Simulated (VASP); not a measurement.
## MgCdO: single point with PBE

The system is MgCdO.

```
Mg Cd O
1.0
     3.16685    0.00000    0.00000
     0.00000    3.16685    0.00000
     0.00000    0.00000    4.44847
Mg Cd O
1 1 1
Cartesian
  1.5834 1.5834 2.2242
  0.0000 0.0000 0.0000
  1.5834 1.5834 0.0000
```

| Item | Value |
| --- | --- |
| Program | VASP 6.6.1 |
| Task | single point |
| Functional | PBE |
| Potentials or basis | VASP PAW PBE potentials, release 64 (Mg, Cd, O) |
| Cutoff | 520 eV |
| k mesh | 6 × 6 × 4 |
| Occupations | gaussian, width 0.1 eV |
| Spin | no spin polarisation |

The pressure is 12.7 GPa and the band gap on the k mesh is zero (band 10 reaches 5.58 eV, above the bottom of band 11 at 2.45 eV).

Stress tensor (GPa, compression positive):
```
21.39  0.00  0.00
 0.00 21.39  0.00
 0.00  0.00 -4.64
```

Levels at points of the mesh, in eV from the Fermi level:
| k point | band 7 | band 8 | band 9 | band 10 | band 11 | band 12 | band 13 | band 14 |
| --- | --- | --- | --- | --- | --- | --- | --- | --- |
| (0.00, 0.00, 0.00) | -5.88 | -4.91 | -4.41 | -4.41 | 3.04 | 3.44 | 7.34 | 8.79 |
| (0.50, 0.00, 0.00) | -6.56 | -4.31 | -2.02 | -0.90 | 0.26 | 2.47 | 7.19 | 7.59 |
| (0.50, 0.50, 0.00) | -6.38 | -6.38 | -4.69 | -0.34 | 2.30 | 2.30 | 5.16 | 6.65 |
| (0.00, 0.00, 0.50) | -7.41 | -4.40 | -4.40 | -2.00 | -1.73 | 7.57 | 9.15 | 9.15 |
| (0.50, 0.00, 0.50) | -6.13 | -4.75 | -2.25 | -2.02 | 1.65 | 3.10 | 3.69 | 11.05 |
| (0.50, 0.50, 0.50) | -6.26 | -6.26 | -5.04 | 1.40 | 1.48 | 2.14 | 2.14 | 6.85 |

Run time: 14 s on 1 thread of Intel(R) Xeon(R) Platinum 8259CL CPU @ 2.50GHz (Skylake/Cascade Lake) (shared host), peak memory 0.16 GiB.
